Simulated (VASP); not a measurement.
# Ga2Si3Au in VASP: further runs

Runs on Ga2Si3Au. Level: PBE. Tasks: single point.

Everything below comes from runs of VASP 6.6.1. Logs are shortened: lines on timing, memory, paths and dates and some standing lists are left out, and cuts for length are marked.

## 1. The cell of the first run

The cell holds a disordered packing, 24 atoms: a = 7.308 Å, b = 7.384 Å, c = 7.753 Å, α = 90.84°, β = 91.27°, γ = 90.68°.

## 2. Single point, PBE

Input file INCAR:

```
SYSTEM = Ga2Si3Au
PREC = Accurate ; ENCUT = 400
EDIFF = 1E-6 ; ISMEAR = -1
SIGMA = 0.1456 ; LREAL = Auto
LASPH = .True. ; NELM = 120
ALGO = Normal ; ISIF = 2
LWAVE = .False. ; LCHARG = .False.
GGA = PE ; NBANDS = 116
ISYM = -1 ; GGA_COMPAT = .False.
```

Input file KPOINTS:

```
explicit points
1
Reciprocal
  0.25000000   0.25000000   0.25000000 1
```

Input file POSCAR:

```
Ga2Si3Au
1.0
    7.3073390000     -0.0440410000     -0.0833530000
   -0.0440410000      7.3836060000     -0.0558830000
   -0.0833530000     -0.0558830000      7.7526330000
Si Ga Au
12 8 4
Direct
    0.2447606918      0.5122608826      0.8402201178
    0.5330075578      0.3792712684      0.4362941720
    0.8867185681      0.0256516386      0.1060003928
    0.1936664968      0.5327207877      0.4305806452
    0.1765797630      0.9326861091      0.4851386298
    0.7201533898      0.0082448679      0.7508648602
    0.1248417471      0.2479428841      0.5478304889
    0.8592439477      0.6908031982      0.2202937655
    0.8254963516      0.3267550104      0.7132324783
    0.0790154854      0.2508948167      0.8930006016
    0.5547526524      0.6432866676      0.1388156884
    0.9097298789      0.6718915476      0.9082198306
    0.5753931602      0.7060037353      0.8218872676
    0.3524238496      0.2521921130      0.1980942264
    0.2128170735      0.8845260246      0.1673135965
    0.1004336917      0.9141007534      0.8107941059
    0.9252504192      0.6839164778      0.5369585666
    0.5495505738      0.6748844617      0.5250291427
    0.4848114653      0.0704946771      0.5152432656
    0.8632191678      0.2261697211      0.3748917239
    0.7149884578      0.3403209645      0.0767694781
    0.5629209244      0.9578740321      0.1102455156
    0.1278345977      0.5576454113      0.1115194407
    0.4290406630      0.2274829838      0.7985674361
```

Potentials or basis: VASP PAW PBE potentials, release 64 (Si, Ga_d, Au).

Launch:

```
cat potpaw_PBE.64/Si/POTCAR potpaw_PBE.64/Ga_d/POTCAR potpaw_PBE.64/Au/POTCAR > POTCAR
mpirun -np 1 vasp_std > vasp.out
```

OUTCAR:

```text
SYSTEM = Ga2Si3Au
   PREC = Accurate
   ENCUT = 400
   EDIFF = 1E-6
   ISMEAR = -1
   LREAL = Auto
   LASPH = .True.
   NELM = 120
   ISIF = 2
   GGA = PE
   ISYM = -1

 ion  position               nearest neighbor table
   1  0.245  0.512  0.840-  23 2.31  10 2.31  24 2.53  12 2.79  13 2.80   7 3.08
   2  0.533  0.379  0.436-  18 2.28  19 2.39  14 2.42  20 2.73   4 2.74   9 3.03  11 3.05  21 3.13
                            24 3.14
   3  0.887  0.026  0.106-  22 2.41  20 2.55   8 2.65  15 2.65  21 2.66  10 2.76  16 2.91   6 2.99
                            12 3.02
   4  0.194  0.533  0.431-   7 2.36  17 2.42  23 2.52   2 2.74  18 2.87   5 2.98  14 2.99
   5  0.177  0.933  0.485-   7 2.41  19 2.47  15 2.50  16 2.60  17 2.62   4 2.98
   6  0.720  0.008  0.751-   9 2.49  13 2.53  19 2.53  24 2.72  16 2.90   3 2.99  22 3.06  12 3.11

   7  0.125  0.248  0.548-  20 2.31   4 2.36   5 2.41   9 2.63  10 2.70  24 2.93  19 2.97   1 3.08

   8  0.859  0.691  0.220-  11 2.32  23 2.37  12 2.46  17 2.49   3 2.65  21 2.97  15 2.98  22 3.06

   9  0.825  0.327  0.713-  10 2.37   6 2.49   7 2.63  20 2.74  21 2.95  12 2.99   2 3.03  24 3.07

  10  0.079  0.251  0.893-   1 2.31   9 2.37  16 2.57  24 2.68   7 2.70   3 2.76  23 2.82  21 3.12

  11  0.555  0.643  0.139-   8 2.32  22 2.34  13 2.51  21 2.58  18 3.00   2 3.05  23 3.18
  12  0.910  0.672  0.908-  23 2.39  16 2.40   8 2.46  13 2.54   1 2.79  17 2.89   9 2.99   3 3.02
                             6 3.11  21 3.13
  13  0.575  0.706  0.822-  18 2.31  11 2.51   6 2.53  12 2.54   1 2.80  22 2.89
  14  0.352  0.252  0.198-   2 2.42  22 2.76  23 2.88  15 2.89  21 2.90   4 2.99  24 3.16
  15  0.213  0.885  0.167-   5 2.50  23 2.51   3 2.65  22 2.66  16 2.88  14 2.89   8 2.98
  16  0.100  0.914  0.811-  12 2.40  10 2.57   5 2.60  15 2.88   6 2.90   3 2.91
  17  0.925  0.684  0.537-   4 2.42   8 2.49   5 2.62  18 2.75  12 2.89
  18  0.550  0.675  0.525-   2 2.28  13 2.31  17 2.75   4 2.87  11 3.00
  19  0.485  0.070  0.515-   2 2.39   5 2.47  24 2.51   6 2.53   7 2.97
  20  0.863  0.226  0.375-   7 2.31   3 2.55  21 2.68   2 2.73   9 2.74
  21  0.715  0.340  0.077-  11 2.58   3 2.66  20 2.68  14 2.90   9 2.95   8 2.97  22 3.04  24 3.07
                            10 3.12   2 3.13  12 3.13  23 3.40
  22  0.563  0.958  0.110-  11 2.34   3 2.41  15 2.66  14 2.76  13 2.89  21 3.04   8 3.06   6 3.06
                            24 3.29
  23  0.128  0.558  0.112-   1 2.31   8 2.37  12 2.39  15 2.51   4 2.52  10 2.82  14 2.88  11 3.18
                            21 3.40
  24  0.429  0.227  0.799-  19 2.51   1 2.53  10 2.68   6 2.72   7 2.93   9 3.07  21 3.07   2 3.14
                            14 3.16  22 3.29

IMPORTANT INFORMATION: All symmetrisations will be switched off!
NOSYMM: (Re-)initialisation of all symmetry stuff for point group C_1.

----------------------------------------------------------------------------------------

                                     Primitive cell

  volume of cell :     418.2000

  direct lattice vectors                    reciprocal lattice vectors
     7.307339000 -0.044041000 -0.083353000     0.136870563  0.000827575  0.001477539
    -0.044041000  7.383606000 -0.055883000     0.000827575  0.135447572  0.000985239
    -0.083353000 -0.055883000  7.752633000     0.001477539  0.000985239  0.129011423

  length of vectors
     7.307947085  7.383948814  7.753282470     0.136881040  0.135453683  0.129023645

  position of ions in fractional coordinates (direct lattice)
     0.244760692  0.512260883  0.840220118
     0.533007558  0.379271268  0.436294172
     0.886718568  0.025651639  0.106000393
     0.193666497  0.532720788  0.430580645
     0.176579763  0.932686109  0.485138630
     0.720153390  0.008244868  0.750864860
[... 16 lines left out ...]
     0.127834598  0.557645411  0.111519441
     0.429040663  0.227482984  0.798567436

  ion indices of the primitive-cell ions
   primitive index   ion index
                 1           1
                 2           2
                 3           3
                 4           4
                 5           5
                 6           6
[... 16 lines left out ...]
                23          23
                24          24

----------------------------------------------------------------------------------------

 KPOINTS: explicit points

Read explicit list of k-points.

 Found      1 k-points:

 Following reciprocal coordinates:
            Coordinates               Weight
  0.250000  0.250000  0.250000      1.000000
   k-points           NKPTS =      1   k-points in BZ     NKDIM =      1   number of bands    NBANDS=    116
   number of dos      NEDOS =    301   number of ions     NIONS =     24
   total plane-waves  NPLWV = 124416
   dimension x,y,z NGX =    48 NGY =   48 NGZ =   54
   dimension x,y,z NGXF=    96 NGYF=   96 NGZF=  108
   ions per type =              12   8   4
   NGX,Y,Z   is equivalent  to a cutoff of  10.92, 10.81, 11.58 a.u.
   NGXF,Y,Z  is equivalent  to a cutoff of  21.84, 21.61, 23.16 a.u.
 SYSTEM =  Ga2Si3Au
   PREC   = accura    normal or accurate (medium, high low for compatibility)
   ISTART =      0    job   : 0-new  1-cont  2-samecut
   ICHARG =      2    charge: 1-file 2-atom 10-const
   ISPIN  =      1    spin polarized calculation?
   LNONCOLLINEAR =      F non collinear calculations
   LSORBIT =      F    spin-orbit coupling
   LASPH  =      T    aspherical Exc in radial PAW
   ENCUT  =  400.0 eV  29.40 Ry    5.42 a.u.  11.92 12.04 12.64*2*pi/ulx,y,z
   NELM   =    120;   NELMIN=  2; NELMDL= -5     # of ELM steps
   EDIFF  = 0.1E-05   stopping-criterion for ELM
   LREAL  =      T    real-space projection
   EDIFFG = 0.1E-04   stopping-criterion for IOM
   NSW    =      0    number of steps for IOM
   IBRION =     -1    ionic relax: 0-MD 1-quasi-New 2-CG
   NFREE  =      0    steps in history (QN), initial steepest desc. (CG)
   ISIF   =      2    stress and relaxation
   ISYM   =     -1    0-nonsym 1-usesym 2-fastsym
   POTIM  = 0.5000    time-step for ionic-motion
   TEBEG  =    0.0;   TEEND  =   0.0 temperature during run
   PSTRESS=    0.0 pullay stress
   NELECT =     196.0000    total number of electrons
   NUPDOWN=      -1.0000    fix difference up-down
   EMIN   =  10.00;   EMAX   =-10.00  energy-range for DOS
   EFERMI =   0.00;   METHOD = LEGACY
   ISMEAR =    -1;   SIGMA  =   0.15  broadening in eV -4-tet -1-fermi 0-gaus
   EFERMI_NEDOS =   21; number of points for ismear=-14 and -15
   IALGO  =     38    algorithm
   IMIX   =      4    mixing-type and parameters
     AMIX     =   0.40;   BMIX     =  1.00
     AMIX_MAG =   1.60;   BMIX_MAG =  1.00
  volume/ion in A,a.u.               =      17.42       117.59
  Fermi-wavevector in a.u.,A,eV,Ry     =   1.271644  2.403059 22.001686  1.617078
  Thomas-Fermi vector in A             =   2.404566
   LORBIT       =      0    0 simple, 1 ext, 2 COOP (PROOUT), +10 PAW based schemes
   GGA     = PE    functional components
   LHFCALC =     F    Hartree Fock is set to
   AEXX    =    0.0000 exact exchange contribution
   IVDW    =     0    specifies the selected vdW correction
   LEPSILON=     F    determine dielectric tensor
   LRPA    =     F    only Hartree local field effects (RPA)
 non-spin polarized calculation
  energy-cutoff  :      400.00
  volume of cell :      418.20
 maximum number of plane-waves:      7593
 NGX is ok and might be reduce to    48
   NGX = 23   NGY = 25   NGZ = 25

 number of electron     196.0000004 magnetization

 Free energy of the ion-electron system (eV)
  ---------------------------------------------------
  ext. energy  EPLUGINS =         0.00000000
  ---------------------------------------------------
  free energy    TOTEN  =       -92.37713309 eV

  energy without entropy =      -91.77280613  energy(sigma->0) =      -92.07496961

 E-fermi :   7.5321     XC(G=0): -10.9824

 val. band max:        7.3895616030   @ k =   0.2500   0.2500   0.2500
 cond. band min:       7.7144792179   @ k =   0.2500   0.2500   0.2500
 fundamental gap:      0.3249176149
 Fermi energy:         7.5320806460

 k-point     1 :       0.2500    0.2500    0.2500
  band No.  band energies     occupation
      1      -7.8092      2.00000
      2      -7.7626      2.00000
      3      -7.7066      2.00000
      4      -7.6898      2.00000
      5      -7.6733      2.00000
      6      -7.6638      2.00000
[... 102 lines left out ...]
    109       9.5377      0.00000
    110       9.7336      0.00000
 [bands above 110 left out]

------------------------ aborting loop because EDIFF is reached ----------------------------------------

  FORCE on cell =-STRESS in cart. coord.  units (eV):
  Direction    XX          YY          ZZ          XY          YZ          ZX
  --------------------------------------------------------------------------------------
  -------------------------------------------------------------------------------------
  Total       19.0131206     21.5872785     18.6315491     10.3597521      8.5367049      7.8288713
  in kB       72.8416869     82.7036138     71.3798376     39.6895297     32.7052037     29.9934030
  external PRESSURE =      75.6417127 kB  Pullay stress =       0.0000000 kB

 VOLUME and BASIS-vectors are now :
 -----------------------------------------------------------------------------
  energy-cutoff  :      400.00
  volume of cell :      418.20
      direct lattice vectors                 reciprocal lattice vectors
     7.307339000 -0.044041000 -0.083353000     0.136870563  0.000827575  0.001477539
    -0.044041000  7.383606000 -0.055883000     0.000827575  0.135447572  0.000985239
    -0.083353000 -0.055883000  7.752633000     0.001477539  0.000985239  0.129011423

 POSITION                                       TOTAL-FORCE (eV/Angst)
 -----------------------------------------------------------------------------------
      1.69595      3.72460      6.46489         1.893048      1.146451     -2.334514
      3.84180      2.75253      3.31681         0.759028     -0.392666     -0.022792
      6.46959      0.14443      0.74644         0.679995     -0.097484     -0.730489
      1.35584      3.90081      3.29222         1.280540     -0.388749      0.261053
      1.20881      6.85170      3.69426        -0.007773     -0.483821     -0.374077
      5.19946     -0.01280      5.76069         0.464646      0.144253      0.569048
[... 16 lines left out ...]
      0.90028      4.10557      0.82275         1.315448     -2.039813      2.347622
      3.05856      1.61612      6.14253         0.444126      0.330480      0.903077
 -----------------------------------------------------------------------------------
    total drift:                                0.007331      0.001504     -0.002288

  FREE ENERGIE OF THE ION-ELECTRON SYSTEM (eV)
  ---------------------------------------------------
  free  energy   TOTEN  =       -92.3771330896 eV

  energy  without entropy=      -91.7728061338  energy(sigma->0) =      -92.07496961
```

It took 2.5 min on 1 thread of Intel Xeon Platinum 8259CL at 2.50GHz (Skylake/Cascade Lake), shared host; peak memory 0.35 GiB.

Results:

* Free energy: -92.3771 eV
* Pressure: 7.6 GPa
* Largest force: 3.377 eV/Å

Forces on the atoms (eV/Å):
```
Si   1.893  1.146 -2.335
Si   0.759 -0.393 -0.023
Si   0.680 -0.097 -0.730
Si   1.281 -0.389  0.261
Si  -0.008 -0.484 -0.374
Si   0.465  0.144  0.569
Si   0.608  0.241  0.936
Si  -0.614  1.189  0.165
Si  -0.278  0.508 -0.486
Si  -0.405 -1.205  1.055
Si  -0.550 -1.603  0.686
Si  -1.086  0.209 -1.079
Ga  -0.885 -0.368  1.212
Ga  -0.792 -0.139 -0.831
Ga   0.233  0.849  0.359
Ga   0.552  0.588 -0.328
Ga  -0.744  0.564  0.834
Ga  -0.325  1.148 -1.386
Ga   0.193 -1.455 -0.786
Ga  -1.161 -0.084 -0.412
Au  -0.448 -0.105 -0.172
Au  -1.126  1.447 -0.387
Au   1.315 -2.040  2.348
Au   0.444  0.330  0.903
```

Caveat: the atoms stand as in a frame of molecular dynamics; spin-orbit coupling is left out, which moves the levels of the heavy elements.

## 3. Single point, PBE

Input file INCAR:

```
ALGO = Normal ; EDIFF = 1E-6
ENCUT = 400 ; GGA = PE
GGA_COMPAT = False ; ISIF = 2
ISMEAR = -1 ; ISYM = -1
LASPH = True ; LCHARG = False
LREAL = Auto ; LWAVE = False
NBANDS = 116 ; NELM = 120
PREC = Accurate ; SIGMA = 0.1456
```

KPOINTS is that of step 2.

Input file POSCAR:

```
Ga2Si3Au
1.0
    7.3073390000     -0.0440410000     -0.0833530000
   -0.0440410000      7.3836060000     -0.0558830000
   -0.0833530000     -0.0558830000      7.7526330000
Si Ga Au
12 8 4
Direct
    0.2444469911      0.6114734167      0.7974893638
    0.5678135468      0.3456811574      0.4838929771
    0.9447885597      0.0378166698      0.0999580749
    0.2602093562      0.4838366617      0.4491419205
    0.0849370815      0.9432699494      0.4568821348
    0.7880905954     -0.0207038691      0.7291034828
    0.1043554592      0.2713517346      0.6064702521
    0.7899240328      0.7694900431      0.1777330295
    0.8208092310      0.3029538336      0.7185814008
    0.1194379317      0.2308091276      0.9159045471
    0.4915443726      0.6184891122      0.1786556548
    0.8859001676      0.6321167050      0.8809256177
    0.5632719866      0.6652543312      0.8310185479
    0.3539112278      0.2734545560      0.1283949625
    0.2315730814      0.8999659204      0.1770495400
    0.1102453722      0.9115728647      0.8284372173
    0.9137532781      0.6543271656      0.5171228719
    0.5502566810      0.7315432662      0.5161926764
    0.5107395540      0.0392546371      0.5189645042
    0.8554116595      0.2217407837      0.3622460483
    0.7187170090      0.3552388327      0.0754712664
    0.5558631219      0.9814156230      0.0859566431
    0.1503443930      0.5545726983      0.1335466083
    0.4595134124      0.2438091153      0.7950005638
```

Potentials or basis: VASP PAW PBE potentials, release 64 (Si, Ga_d, Au).

Launch:

```
cat potpaw_PBE.64/Si/POTCAR potpaw_PBE.64/Ga_d/POTCAR potpaw_PBE.64/Au/POTCAR > POTCAR
mpirun -np 1 vasp_std > vasp.out
```

Run time: 2.8 min. Hardware: 1 thread of Intel Xeon Platinum 8259CL at 2.50GHz (Skylake/Cascade Lake), shared host; peak memory 0.35 GiB.

The run converged. Its results:

```
Free energy   : -93.2670 eV
Pressure      : 5.4 GPa
Largest force : 2.221 eV/Å
```

Forces on the atoms (eV/Å):
```
Si  -0.706 -0.896 -0.123
Si   0.064  1.335  0.299
Si  -0.919  0.478 -0.317
Si  -0.021  0.304  0.126
Si   0.274  0.875  0.445
Si  -0.245 -0.636  0.376
Si   1.055 -0.904 -0.740
Si   0.994 -0.719  0.155
Si  -0.822  0.878  0.106
Si  -0.280  0.988 -0.044
Si   0.389  0.361  0.016
Si   0.259 -0.164  0.387
Ga   0.197  0.272  0.798
Ga   0.788 -0.511  1.057
Ga   0.664 -0.380  0.471
Ga   0.414 -0.452 -0.723
Ga  -0.433 -0.061 -0.167
Ga  -0.103 -2.060 -0.825
Ga  -0.713  0.090 -0.635
Ga   0.200  0.237  0.364
Au  -0.058  0.149  0.003
Au  -0.316  0.303 -0.385
Au  -0.514  0.124 -0.430
Au  -0.168  0.391 -0.212
```

Stress tensor (GPa, compression positive):
```
6.72 2.71 2.63
2.71 7.02 0.00
2.63 0.00 2.51
```

Levels at points of the mesh, in eV from the Fermi level:
```
           k point  band 96  band 97  band 98  band 99  band 100  band 101
(0.25, 0.25, 0.25)    -0.54    -0.38    -0.08     0.12      0.26      0.63
```

Caveat: the atoms stand as in a frame of molecular dynamics; spin-orbit coupling is left out, which moves the levels of the heavy elements.

## 4. Single point, PBE

Input file INCAR:

```
SYSTEM = Ga2Si3Au
PREC = Accurate
ENCUT = 400
EDIFF = 1E-6
ISMEAR = -1
SIGMA = 0.1456
LREAL = Auto
LASPH = .TRUE.
NELM = 120
ALGO = Normal
ISIF = 2
LWAVE = .FALSE.
LCHARG = .FALSE.
GGA = PE
ISYM = -1
NBANDS = 116
GGA_COMPAT = .FALSE.
```

KPOINTS is that of step 3.

Input file POSCAR:

```
Ga2Si3Au
1.0
    7.3073390000     -0.0440410000     -0.0833530000
   -0.0440410000      7.3836060000     -0.0558830000
   -0.0833530000     -0.0558830000      7.7526330000
Si Ga Au
12 8 4
Direct
    0.2494177139      0.6128940491      0.7689023939
    0.5770394243      0.3962283088      0.4954158663
    0.9606626545      0.0459968073      0.0852631040
    0.2392519444      0.5147799857      0.4345811052
    0.1404948342      0.9685523949      0.4904486359
    0.7879227027      0.0181788881      0.8029426405
    0.1575304650      0.2589919531      0.6455226094
    0.8116218874      0.7273930498      0.1376813561
    0.8419233416      0.3590526300      0.7079077230
    0.0911180202      0.3189052604      0.9256458216
    0.5056162791      0.7012269188      0.2424966199
    0.8594269590      0.6508227498      0.8363856180
    0.5532919116      0.6195662107      0.8751724426
    0.4504268597      0.3381026771      0.1721759075
    0.2555137333      0.8969252255      0.1805092165
    0.1333391362      0.9092773893      0.8263264062
    0.9030672499      0.6147040991      0.4591358670
    0.5626186350      0.7802204200      0.5438485233
    0.4960602241      0.0954490588      0.5447140459
    0.8602632060      0.1515466817      0.4052956463
    0.7658805541      0.3006803181      0.1298043336
    0.5653793914      0.9886487305      0.0528930913
    0.1172684957      0.5342519016      0.1287855726
    0.4334830125      0.2541925007      0.8259622439
```

Launch:

```
cat potpaw_PBE.64/Si/POTCAR potpaw_PBE.64/Ga_d/POTCAR potpaw_PBE.64/Au/POTCAR > POTCAR
mpirun -np 1 vasp_std > vasp.out
```

Run time: 2.6 min. Hardware: 1 thread of Intel Xeon Platinum 8259CL at 2.50GHz (Skylake/Cascade Lake), shared host; peak memory 0.35 GiB.

Results (log left out):

```
Free energy   : -92.9943 eV
Pressure      : 6.7 GPa
Largest force : 2.421 eV/Å
```

Forces on the atoms (eV/Å):
```
Si  -0.693 -0.577 -0.525
Si   0.101  1.385 -0.045
Si   0.537 -1.148 -0.306
Si   0.463 -0.143  1.340
Si   0.354 -0.479  0.287
Si  -0.215 -0.013 -0.754
Si   0.097  0.470 -2.373
Si   0.928  0.568  0.122
Si  -0.330 -1.038 -0.342
Si  -0.122 -1.268  0.376
Si   0.827 -0.630 -0.550
Si   1.045  0.902 -0.488
Ga  -0.899  0.066  0.354
Ga  -2.234  0.136  0.293
Ga  -0.990  0.236  0.090
Ga  -0.154  0.511 -0.486
Ga  -0.281  0.562 -0.026
Ga   0.482 -1.184  0.667
Ga  -0.379 -0.758 -0.474
Ga  -0.169 -0.450  1.055
Au   1.487  1.362 -0.267
Au  -0.687 -0.512 -0.275
Au   0.247  1.522  1.547
Au   0.585  0.481  0.781
```

Stress tensor (GPa, compression positive):
```
9.44 2.21 3.75
2.21 5.32 4.25
3.75 4.25 5.28
```

Levels at points of the mesh, in eV from the Fermi level:
| k point | band 94 | band 95 | band 96 | band 97 | band 98 | band 99 | band 100 | band 101 | band 102 | band 103 |
| --- | --- | --- | --- | --- | --- | --- | --- | --- | --- | --- |
| (0.25, 0.25, 0.25) | -1.27 | -0.74 | -0.62 | -0.35 | -0.14 | 0.12 | 0.42 | 0.63 | 0.69 | 0.99 |

Caveat: the atoms stand as in a frame of molecular dynamics; spin-orbit coupling is left out, which moves the levels of the heavy elements.

(Continued in part 2 of 2.)
